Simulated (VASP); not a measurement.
Wanted: the native input for a VASP 6.6.1 run.

| Item | Value |
| --- | --- |
| Task | relaxation of cell and atoms |
| Functional | PBEsol |
| Potentials or basis | VASP PAW PBE potentials, release 64 (Mg) |
| Cutoff | 600 eV |
| k mesh | 9 × 9 × 9 |
| Occupations | fermi-dirac, width 0.05 eV |
| Spin | no spin polarisation |
| Dipole correction | no |
| Further INCAR settings | ALGO = Normal; EDIFF = 1e-06; IBRION = 2; EDIFFG = -0.02; NSW = 60; ISIF = 3 |

The structure of Mg lies in POSCAR:

```
Mg
1.0
    0.0000000000      2.2442560000      2.2442560000
    2.2442560000      0.0000000000      2.2442560000
    2.2442560000      2.2442560000      0.0000000000
Mg
1
Direct
    0.0000000000      0.0000000000      0.0000000000
```

The input as run:

INCAR

```
SYSTEM = Mg
ALGO     = Normal         ! electronic algorithm
EDIFF    = 1E-6           ! SCF threshold, eV
EDIFFG   = -0.02          ! ionic threshold
ENCUT    = 600            ! plane-wave cutoff, eV
GGA      = PS             ! functional
IBRION   = 2              ! ionic algorithm
ISIF     = 3              ! what is computed and relaxed
ISMEAR   = -1             ! smearing method
LASPH    = .True.         ! aspherical terms in the spheres
LCHARG   = .False.        ! write CHGCAR
LREAL    = .False.        ! projectors in reciprocal space
LWAVE    = .False.        ! write WAVECAR
NELM     = 60             ! most SCF steps
NSW      = 60             ! ionic steps
PREC     = Accurate       ! precision mode
SIGMA    = 0.05           ! smearing width, eV
```

KPOINTS

```
k-points
0
Gamma
  9 9 9
  0 0 0
```

Potentials or basis: VASP PAW PBE potentials, release 64 (Mg).

Run with:

```bash
$ cat potpaw_PBE.64/Mg/POTCAR > POTCAR
$ mpirun -np 1 vasp_std > vasp.out
```

Results of the run:

* Pressure after relaxing: 0.0 GPa
* Band gap on the k mesh: zero (band 1 reaches 3.26 eV, above the bottom of band 2 at 1.85 eV)

Caveat: the relaxation stopped at its first step, so nothing moved; the PAW data sets were made with another functional, which shifts forces and pressure a little.

It took 5.1 s on 1 thread of Intel(R) Xeon(R) Platinum 8259CL CPU @ 2.50GHz (Skylake/Cascade Lake), with other jobs on the host, peak memory 0.15 GiB.
